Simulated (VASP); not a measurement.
**Ti: single point with RPBE**

The system is Ti.

```
Ti
1.0
    -1.60384    1.60384    1.60384
     1.60384   -1.60384    1.60384
     1.60384    1.60384   -1.60384
Ti
1
Cartesian
  0.0000 0.0000 0.0000
```

| Quantity | Value |
| --- | --- |
| Program | VASP 6.6.1 |
| Task | single point |
| Functional | RPBE |
| Potentials or basis | VASP PAW PBE potentials, release 64 (Ti_sv) |
| Cutoff | 520 eV |
| k mesh | 18 × 18 × 18 |
| Occupations | fermi-dirac, width 0.05 eV |
| Spin | no spin polarisation |

| Item | Value |
| --- | --- |
| Pressure | 8.3 GPa |
| Band gap on the k mesh | zero (band 6 reaches 9.79 eV, above the bottom of band 7 at 8.15 eV) |

Levels at points of the mesh, in eV from the Fermi level:
| k point | band 2 | band 3 | band 4 | band 5 | band 6 | band 7 | band 8 | band 9 | band 10 | band 11 |
| --- | --- | --- | --- | --- | --- | --- | --- | --- | --- | --- |
| (0.00, 0.00, 0.00) | -32.30 | -32.30 | -32.30 | -6.08 | 1.05 | 1.05 | 1.05 | 2.91 | 2.91 | 17.74 |
| (0.50, 0.00, 0.00) | -33.09 | -32.55 | -32.31 | -2.58 | -0.44 | 1.27 | 2.91 | 3.28 | 4.55 | 9.34 |
| (0.50, 0.50, 0.50) | -32.84 | -32.84 | -32.84 | -2.28 | -2.28 | 4.17 | 4.17 | 4.17 | 8.81 | 8.81 |

Wall time 16 s on 1 thread of Intel(R) Xeon(R) Platinum 8488C (Sapphire Rapids), on a shared host, peak memory 0.16 GiB.

Caveat: the PAW data sets were made with another functional, which shifts forces and pressure a little.
